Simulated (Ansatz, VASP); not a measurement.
# Zr4Ag: VASP beside Ansatz

```
Zr Ag
1.0
     5.79924    0.00000    0.00000
    -2.89962    5.02229    0.00000
     0.00000    0.00000    4.46121
Zr Ag
4 1
Direct
  0.49904 0.50096 0.00000
  0.49904 0.99807 0.00000
  0.00193 0.50096 0.00000
  0.66667 0.33333 0.50000
  0.00000 0.00000 0.50000
```

Alike in both runs: functional PBE; k mesh 4 × 4 × 3; occupations gaussian, width 0.2 eV; no spin polarisation.

Ansatz relaxed the structure, and its values are those at the end. VASP's run is a single point on that final structure, the one shown.

|  | VASP | Ansatz |
| --- | --- | --- |
| version | VASP 6.6.1 | Ansatz 0.2.0 |
| potentials or method | VASP PAW PBE potentials, release 64 (Zr_sv, Ag), cutoff 520 eV | scalar-relativistic, plane waves, PAW |
| valence electrons in the cell | 59 | 67 |

Ansatz gave:

- gap on the k mesh at the Fermi level (eV): none
- pressure (GPa): 0.1
- rms of the force components (eV/Å): 0.016

Problem. What did VASP give for the same quantities?

Solution. gap on the k mesh at the Fermi level (eV): none; pressure (GPa): 0.2; rms of the force components (eV/Å): 0.016.

A gap of «none» marks a metal or a gap that the smearing closes. VASP's potentials hold 59 valence electrons a cell and Ansatz's 67, so a difference there can come from the potentials and not from the codes.

The k mesh is coarse, so the values compare programs but aren't converged.
